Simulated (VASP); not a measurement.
# LuH2 in VASP: a series of runs, part 2 of 3

VASP 6.6.1. The steps go on from the part before.

## Step 3: Electric field gradients, LDA (zz strain of +2 %)

File INCAR:

```
SYSTEM = LuH2
PREC     = Accurate       ! precision mode
ENCUT    = 520            ! plane-wave cutoff, eV
EDIFF    = 1E-8           ! SCF threshold, eV
ISMEAR   = -1             ! smearing method
SIGMA    = 0.02           ! smearing width, eV
LREAL    = .FALSE.        ! projectors in reciprocal space
LASPH    = .TRUE.         ! aspherical terms in the spheres
NELM     = 100            ! most SCF steps
ALGO     = Normal         ! electronic algorithm
ISIF     = 2              ! what is computed and relaxed
LWAVE    = .FALSE.        ! write WAVECAR
LCHARG   = .FALSE.        ! write CHGCAR
GGA      = CA             ! functional
LEFG     = .TRUE.       
NBANDS   = 20             ! bands
```

File KPOINTS:

```
Automatic mesh
0
G
  8 8 8
  0 0 0
```

File POSCAR:

```
LuH2
1.0
    0.0000000000      2.5165000000      2.5668300000
    2.5165000000      0.0000000000      2.5668300000
    2.5165000000      2.5165000000      0.0000000000
Lu H
1 2
Direct
    0.0000000000      0.0000000000      0.0000000000
    0.2500000000      0.2500000000      0.2500000000
    0.7500000000      0.7500000000      0.7500000000
```

Potentials or basis: VASP PAW PBE potentials, release 64 (Lu, H).

On the command line:

```
cat potpaw_PBE.64/Lu/POTCAR potpaw_PBE.64/H/POTCAR > POTCAR
mpirun -np 1 vasp_std > vasp.out
```

OUTCAR:

```text
SYSTEM = LuH2
   PREC = Accurate
   ENCUT = 520
   EDIFF = 1E-8
   ISMEAR = -1
   LREAL = .FALSE.
   LASPH = .TRUE.
   NELM = 100
   ISIF = 2
   GGA = CA

 ion  position               nearest neighbor table
   1  0.000  0.000  0.000-   3 2.19   3 2.19   3 2.19   2 2.19   3 2.19   2 2.19   2 2.19   2 2.19

   2  0.250  0.250  0.250-   1 2.19   1 2.19   1 2.19   1 2.19
   3  0.750  0.750  0.750-   1 2.19   1 2.19   1 2.19   1 2.19

  LATTYP: Found a body centered tetragonal cell.
 ALAT       =     3.5588684297
 C/A-ratio  =     1.4424978336

  Lattice vectors:

 A1 = (  -2.5165000000,   0.0000000000,   2.5668300000)
 A2 = (   2.5165000000,   0.0000000000,   2.5668300000)
 A3 = (   0.0000000000,   2.5165000000,  -2.5668300000)

Analysis of symmetry for initial positions (statically):
=====================================================================
 Subroutine PRICEL returns:
 Original cell was already a primitive cell.

 Routine SETGRP: Setting up the symmetry group for a
 body centered tetragonal supercell.

 Subroutine GETGRP returns: Found 16 space group operations
 (whereof 16 operations were pure point group operations)
 out of a pool of 16 trial point group operations.

The static configuration has the point symmetry D_4h.

Analysis of symmetry for dynamics (positions and initial velocities):
=====================================================================
 Subroutine PRICEL returns:
 Original cell was already a primitive cell.

 Routine SETGRP: Setting up the symmetry group for a
 body centered tetragonal supercell.

 Subroutine GETGRP returns: Found 16 space group operations
 (whereof 16 operations were pure point group operations)
 out of a pool of 16 trial point group operations.

The dynamic configuration has the point symmetry D_4h.

 Subroutine INISYM returns: Found 16 space group operations
 (whereof 16 operations are pure point group operations),
 and found     1 'primitive' translations

----------------------------------------------------------------------------------------

                                     Primitive cell

  volume of cell :      32.5103

  direct lattice vectors                    reciprocal lattice vectors
     0.000000000  2.516500000  2.566830000    -0.198688655  0.198688655  0.194792799
     2.516500000  0.000000000  2.566830000     0.198688655 -0.198688655  0.194792799
     2.516500000  2.516500000  0.000000000     0.198688655  0.198688655 -0.194792799

  length of vectors
     3.594633291  3.594633291  3.558868430     0.341904369  0.341904369  0.341904369

  position of ions in fractional coordinates (direct lattice)
     0.000000000  0.000000000  0.000000000
     0.250000000  0.250000000  0.250000000
     0.750000000  0.750000000  0.750000000

  ion indices of the primitive-cell ions
   primitive index   ion index
                 1           1
                 2           2
                 3           3

----------------------------------------------------------------------------------------

 KPOINTS: Automatic mesh

[... 77 lines left out ...]
   PSTRESS=    0.0 pullay stress
   NELECT =      27.0000    total number of electrons
   NUPDOWN=      -1.0000    fix difference up-down
   EMIN   =  10.00;   EMAX   =-10.00  energy-range for DOS
   EFERMI =   0.00;   METHOD = LEGACY
   ISMEAR =    -1;   SIGMA  =   0.02  broadening in eV -4-tet -1-fermi 0-gaus
   EFERMI_NEDOS =   21; number of points for ismear=-14 and -15
   IALGO  =     38    algorithm
   IMIX   =      4    mixing-type and parameters
     AMIX     =   0.40;   BMIX     =  1.00
     AMIX_MAG =   1.60;   BMIX_MAG =  1.00
  volume/ion in A,a.u.               =      10.84        73.13
  Fermi-wavevector in a.u.,A,eV,Ry     =   1.538825  2.907957 32.218336  2.367981
  Thomas-Fermi vector in A             =   2.645139
   LORBIT       =      0    0 simple, 1 ext, 2 COOP (PROOUT), +10 PAW based schemes
   GGA     = CA    functional components
   LHFCALC =     F    Hartree Fock is set to
   AEXX    =    0.0000 exact exchange contribution
   IVDW    =     0    specifies the selected vdW correction
   LEPSILON=     F    determine dielectric tensor
   LRPA    =     F    only Hartree local field effects (RPA)
 non-spin polarized calculation
  energy-cutoff  :      520.00
  volume of cell :       32.51
 maximum number of plane-waves:       893
   NGX = 13   NGY = 13   NGZ = 13

 number of electron      27.0000009 magnetization

 Free energy of the ion-electron system (eV)
  ---------------------------------------------------
  ext. energy  EPLUGINS =         0.00000000
  ---------------------------------------------------
  free energy    TOTEN  =       -13.99103753 eV

  energy without entropy =      -13.98912967  energy(sigma->0) =      -13.99008360

 E-fermi :   2.3455     XC(G=0): -11.2883

 val. band max:        2.3214711281   @ k =   0.5000   0.2500   0.1250
 cond. band min:       2.3878081240   @ k =   0.3750  -0.0000   0.2500
 fundamental gap:      0.0663369959
 Fermi energy:         2.3454917189

 k-point     1 :       0.0000    0.0000    0.0000
  band No.  band energies     occupation
      1     -53.6271      2.00000
      2     -24.3426      2.00000
      3     -24.3426      2.00000
      4     -24.3369      2.00000
      5      -6.8421      2.00000
      6      -3.0163      2.00000
[... 541 lines left out ...]
     19      10.1183      0.00000
     20      11.4535      0.00000

 [... further k-points ...]

------------------------ aborting loop because EDIFF is reached ----------------------------------------

  FORCE on cell =-STRESS in cart. coord.  units (eV):
  Direction    XX          YY          ZZ          XY          YZ          ZX
  --------------------------------------------------------------------------------------
  -------------------------------------------------------------------------------------
  Total       -1.5607053     -1.5607053     -1.5930300      0.0000000     -0.0000000      0.0000000
  in kB      -76.9149054    -76.9149054    -78.5079357      0.0000000     -0.0000000      0.0000000
  external PRESSURE =     -77.4459155 kB  Pullay stress =       0.0000000 kB

 VOLUME and BASIS-vectors are now :
 -----------------------------------------------------------------------------
  energy-cutoff  :      520.00
  volume of cell :       32.51
      direct lattice vectors                 reciprocal lattice vectors
     0.000000000  2.516500000  2.566830000    -0.198688655  0.198688655  0.194792799
     2.516500000  0.000000000  2.566830000     0.198688655 -0.198688655  0.194792799
     2.516500000  2.516500000  0.000000000     0.198688655  0.198688655 -0.194792799

 POSITION                                       TOTAL-FORCE (eV/Angst)
 -----------------------------------------------------------------------------------
      0.00000      0.00000      0.00000         0.000000     -0.000000     -0.000000
      1.25825      1.25825      1.28341         0.000000      0.000000      0.000000
      3.77475      3.77475      3.85025        -0.000000     -0.000000     -0.000000
 -----------------------------------------------------------------------------------
    total drift:                               -0.000000     -0.000000     -0.000000

  FREE ENERGIE OF THE ION-ELECTRON SYSTEM (eV)
  ---------------------------------------------------
  free  energy   TOTEN  =       -13.9910375290 eV

  energy  without entropy=      -13.9891296696  energy(sigma->0) =      -13.99008360

 Electric field gradients (V/A^2)
---------------------------------------------------------------------
 ion       V_xx      V_yy      V_zz      V_xy      V_xz      V_yz
---------------------------------------------------------------------
   1       0.916     0.916    -1.832     0.001     0.000     0.000
   2      -0.058    -0.058     0.116     0.000     0.000     0.000
   3      -0.058    -0.058     0.116     0.000     0.000     0.000
---------------------------------------------------------------------

 Electric field gradients after diagonalization (V/A^2)
 (convention: |V_zz| > |V_xx| > |V_yy|)
----------------------------------------------------------------------
 ion       V_xx      V_yy      V_zz     asymmetry (V_yy - V_xx)/ V_zz
----------------------------------------------------------------------
   1       0.917     0.915    -1.832       0.001
   2      -0.058    -0.057     0.116       0.006
   3      -0.058    -0.057     0.116       0.006
----------------------------------------------------------------------

           NMR quadrupolar parameters

 Cq : quadrupolar parameter    Cq=e*Q*V_zz/h
 eta: asymmetry parameters     (V_yy - V_xx)/ V_zz
 Q  : nuclear electric quadrupole moment in mb (millibarn)
----------------------------------------------------------------------
 ion       Cq(MHz)       eta       Q (mb)
----------------------------------------------------------------------
   1      -0.004       0.001       1.000
   2       0.000       0.006       1.000
   3       0.000       0.006       1.000
----------------------------------------------------------------------
```

Run time: 37 s. Hardware: 1 thread of Intel Xeon Platinum 8259CL at 2.50GHz (Skylake/Cascade Lake), shared host; peak memory 0.18 GiB.

What came out:

```
Free energy                             : -13.9910 eV
Pressure                                : -7.7 GPa
Band gap on the k mesh                  : zero (an odd number of electrons rules out a gap without spin polarisation)
Largest electric field gradient by atom : Lu -1.8; H +0.1 V/Å²
```

Electric field gradients, principal values (V/Å²):
```csv
atom,least,middle,greatest (by size)
1 Lu,0.915,0.917,-1.832
2 H,-0.057,-0.058,0.116
3 H,-0.057,-0.058,0.116
```

Caveat: the cell differs from its parent crystal (zz strain of +2 %); the cell stands under tension; without QUAD_EFG the Cq values of the log hold for a quadrupole moment of 1 mb, not for the nuclei; the PAW data sets were made with another functional, which shifts forces and pressure a little; spin-orbit coupling is left out, which moves the levels of the heavy elements.

## Step 4: Electric field gradients, LDA (equal xy, yz and zx shear strains of +1 %)

File INCAR:

```
PREC     = Accurate       # precision mode
ENCUT    = 520            # plane-wave cutoff, eV
EDIFF    = 1E-8           # SCF threshold, eV
ISMEAR   = -1             # smearing method
SIGMA    = 0.02           # smearing width, eV
LREAL    = F              # projectors in reciprocal space
LASPH    = T              # aspherical terms in the spheres
NELM     = 100            # most SCF steps
ALGO     = Normal         # electronic algorithm
ISIF     = 2              # what is computed and relaxed
LWAVE    = F              # write WAVECAR
LCHARG   = F              # write CHGCAR
GGA      = CA             # functional
LEFG     = T            
NBANDS   = 20             # bands
```

File KPOINTS:

```
Automatic mesh
0
Gamma
  8 8 8
```

File POSCAR:

```
LuH2
1.0
    0.0251650000      2.5290825000      2.5290825000
    2.5290825000      0.0251650000      2.5290825000
    2.5290825000      2.5290825000      0.0251650000
Lu H
1 2
Direct
    0.0000000000      0.0000000000      0.0000000000
    0.2500000000      0.2500000000      0.2500000000
    0.7500000000      0.7500000000      0.7500000000
```

Potentials or basis: VASP PAW PBE potentials, release 64 (Lu, H).

On the command line:

```
cat potpaw_PBE.64/Lu/POTCAR potpaw_PBE.64/H/POTCAR > POTCAR
mpirun -np 1 vasp_std > vasp.out
```

OUTCAR:

```text
PREC = Accurate
   ENCUT = 520
   EDIFF = 1E-8
   ISMEAR = -1
   LREAL = F
   LASPH = T
   NELM = 100
   ISIF = 2
   GGA = CA

 ion  position               nearest neighbor table
   1  0.000  0.000  0.000-   3 2.17   3 2.17   2 2.17   2 2.17   3 2.17   2 2.17   3 2.20   2 2.20

   2  0.250  0.250  0.250-   1 2.17   1 2.17   1 2.17   1 2.20
   3  0.750  0.750  0.750-   1 2.17   1 2.17   1 2.17   1 2.20

  LATTYP: Found a trigonal (rhomboedric) cell.
 ALAT       =     3.5767512998
 COS(alpha) =     0.5099250056

  Lattice vectors:

 A1 = (   0.0251650000,   2.5290825000,   2.5290825000)
 A2 = (   2.5290825000,   0.0251650000,   2.5290825000)
 A3 = (   2.5290825000,   2.5290825000,   0.0251650000)

Analysis of symmetry for initial positions (statically):
=====================================================================
 Subroutine PRICEL returns:
 Original cell was already a primitive cell.

 Routine SETGRP: Setting up the symmetry group for a
[... 747 lines left out ...]
     2.529082500  2.529082500  0.025165000     0.198698540  0.198698540 -0.200675640

 POSITION                                       TOTAL-FORCE (eV/Angst)
 -----------------------------------------------------------------------------------
      0.00000      0.00000      0.00000        -0.000000     -0.000000      0.000000
      1.27083      1.27083      1.27083        -0.031271     -0.031271     -0.031271
      3.81250      3.81250      3.81250         0.031271      0.031271      0.031271
 -----------------------------------------------------------------------------------
    total drift:                               -0.000000     -0.000000      0.000000

  FREE ENERGIE OF THE ION-ELECTRON SYSTEM (eV)
  ---------------------------------------------------
  free  energy   TOTEN  =       -14.0153629543 eV

  energy  without entropy=      -14.0121256727  energy(sigma->0) =      -14.01374431

 Electric field gradients (V/A^2)
---------------------------------------------------------------------
 ion       V_xx      V_yy      V_zz      V_xy      V_xz      V_yz
---------------------------------------------------------------------
   1       0.000    -0.000    -0.000    12.331    12.331    12.331
   2       0.000    -0.000     0.000    -0.124    -0.124    -0.124
   3       0.000    -0.000     0.000    -0.124    -0.124    -0.124
---------------------------------------------------------------------

 Electric field gradients after diagonalization (V/A^2)
 (convention: |V_zz| > |V_xx| > |V_yy|)
----------------------------------------------------------------------
 ion       V_xx      V_yy      V_zz     asymmetry (V_yy - V_xx)/ V_zz
----------------------------------------------------------------------
   1     -12.331   -12.331    24.662       0.000
   2       0.124     0.124    -0.247       0.000
   3       0.124     0.124    -0.247       0.000
----------------------------------------------------------------------

           NMR quadrupolar parameters

 Cq : quadrupolar parameter    Cq=e*Q*V_zz/h
 eta: asymmetry parameters     (V_yy - V_xx)/ V_zz
 Q  : nuclear electric quadrupole moment in mb (millibarn)
----------------------------------------------------------------------
 ion       Cq(MHz)       eta       Q (mb)
----------------------------------------------------------------------
   1       0.060       0.000       1.000
   2      -0.001       0.000       1.000
   3      -0.001       0.000       1.000
----------------------------------------------------------------------
```

Run time: 74 s. Hardware: 1 thread of Intel Xeon Platinum 8259CL at 2.50GHz (Skylake/Cascade Lake), shared host; peak memory 0.18 GiB.

What came out:

| Property | Result |
| --- | --- |
| Free energy | -14.0154 eV |
| Pressure | -6.2 GPa |
| Largest force | 0.054 eV/Å |
| Band gap on the k mesh | zero (an odd number of electrons rules out a gap without spin polarisation) |
| Largest electric field gradient by atom | Lu +24.7; H -0.2 V/Å² |

Forces in eV/Å, atoms in the order of the input:
```
Lu   0.000  0.000  0.000
H   -0.031 -0.031 -0.031
H    0.031  0.031  0.031
```

Electric field gradients, principal values (V/Å²):
| atom | least | middle | greatest (by size) |
| --- | --- | --- | --- |
| 1 Lu | -12.331 | -12.331 | 24.662 |
| 2 H | 0.124 | 0.124 | -0.247 |
| 3 H | 0.124 | 0.124 | -0.247 |

Caveat: the cell differs from its parent crystal (equal xy, yz and zx shear strains of +1 %); the cell stands under tension; without QUAD_EFG the Cq values of the log hold for a quadrupole moment of 1 mb, not for the nuclei; the PAW data sets were made with another functional, which shifts forces and pressure a little; spin-orbit coupling is left out, which moves the levels of the heavy elements.

[end of part 2 of 3]
